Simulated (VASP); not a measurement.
AlNi3, 4 atoms in the cell. Symmetry: R-3m, No. 166, trigonal system. The conventional cell has a = 4.261 Å, b = 4.261 Å, c = 8.701 Å, α = 90.00°, β = 90.00°, γ = 120.00°. Al (site symmetry -3m) has 14 Ni at 2.18 to 2.86 Å within 2.9 Å. Ni (site symmetry 3m) has 4 Al at 2.18 to 2.56 Å and 10 Ni at 2.18 to 2.86 Å within 2.9 Å. Ni (site symmetry -3m) has 8 Ni at 2.18 to 2.56 Å and 6 Al at 2.86 Å within 2.9 Å. 

- Program: VASP 6.6.1
- Task: single point
- Functional: PBE
- Potentials or basis: VASP PAW PBE potentials, release 64 (Al, Ni)
- Cutoff: 520 eV
- k mesh: 14 × 14 × 14
- Occupations: gaussian, width 0.15 eV
- Spin: no spin polarisation
- Dipole correction: no
- Further INCAR settings: ALGO = Fast; EDIFF = 1e-07; NBANDS = 24

Potentials or basis: VASP PAW PBE potentials, release 64 (Al, Ni).

The run is started by

```bash
$ cat potpaw_PBE.64/Al/POTCAR potpaw_PBE.64/Ni/POTCAR > POTCAR
$ mpirun -np 1 vasp_std > vasp.out
```

Hardware: 1 thread of AMD EPYC 7R13 Processor (Zen 3), with other jobs on the host.

Task: How long does it take, and how much memory?

Result: Wall time 4.1 min on 1 thread of AMD EPYC 7R13 Processor (Zen 3) (shared host), peak memory 0.33 GiB. Counts: scf iterations 18, k points 288.
